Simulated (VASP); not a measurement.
Wanted: the native input for a VASP 6.6.1 run.

```yaml
Task: single point
Functional: PBE
Potentials_or_basis: VASP PAW PBE potentials, release 64 (Pd, C, Au, N)
Cutoff: 520 eV
k_mesh: 4 × 4 × 4
Occupations: gaussian, width 0.1 eV
Spin: no spin polarisation
Dipole_correction: no
Further_INCAR_settings: ALGO = Normal; EDIFF = 1e-06; NBANDS = 40
```

The structure of PdAuC4N4 lies in POSCAR:

```
PdAuC4N4
1.0
    5.9086026500      0.0000000000      0.0000000000
    0.0000000000      5.9086026500      0.0000000000
    0.0000000000      0.0000000000      5.9086026500
Pd C Au N
1 4 1 4
Direct
    0.5000000000      0.5000000000      0.5000000000
    0.1873167900      0.1873167900      0.1873167900
    0.1873167900      0.8126832100      0.8126832100
    0.8126832100      0.1873167900      0.8126832100
    0.8126832100      0.8126832100      0.1873167900
    0.0000000000      0.0000000000      0.0000000000
    0.3016415900      0.3016415900      0.3016415900
    0.3016415900      0.6983584100      0.6983584100
    0.6983584100      0.3016415900      0.6983584100
    0.6983584100      0.6983584100      0.3016415900
```

These files were run (other wordings do the same):

INCAR

```
PREC     = Accurate       # precision mode
ENCUT    = 520            # plane-wave cutoff, eV
EDIFF    = 1E-6           # SCF threshold, eV
ISMEAR   = 0              # smearing method
SIGMA    = 0.1            # smearing width, eV
LREAL    = F              # projectors in reciprocal space
LASPH    = T              # aspherical terms in the spheres
NELM     = 80             # most SCF steps
ALGO     = Normal         # electronic algorithm
ISIF     = 2              # what is computed and relaxed
LWAVE    = F              # write WAVECAR
LCHARG   = F              # write CHGCAR
GGA      = PE             # functional
NBANDS   = 40             # bands
```

KPOINTS

```
regular mesh
0
Gamma
  4 4 4
```

Potentials or basis: VASP PAW PBE potentials, release 64 (Pd, C, Au, N).

Command:

```bash
$ cat potpaw_PBE.64/Pd/POTCAR potpaw_PBE.64/C/POTCAR potpaw_PBE.64/Au/POTCAR potpaw_PBE.64/N/POTCAR > POTCAR
$ mpirun -np 1 vasp_std > vasp.out
```

It gave:

```yaml
Pressure: 7.5 GPa
Largest_force: 1.367 eV/Å
Band_gap_on_the_k_mesh: zero (an odd number of electrons rules out a gap without spin polarisation)
```

Caveat: the cell stands under pressure; spin-orbit coupling is left out, which moves the levels of the heavy elements; forces of over 1 eV/Å act on the atoms, so gaps and moduli don't describe the material at rest.

It took 77 s on 1 thread of AMD EPYC 7R13 Processor (Zen 3), on a shared host, peak memory 0.33 GiB.
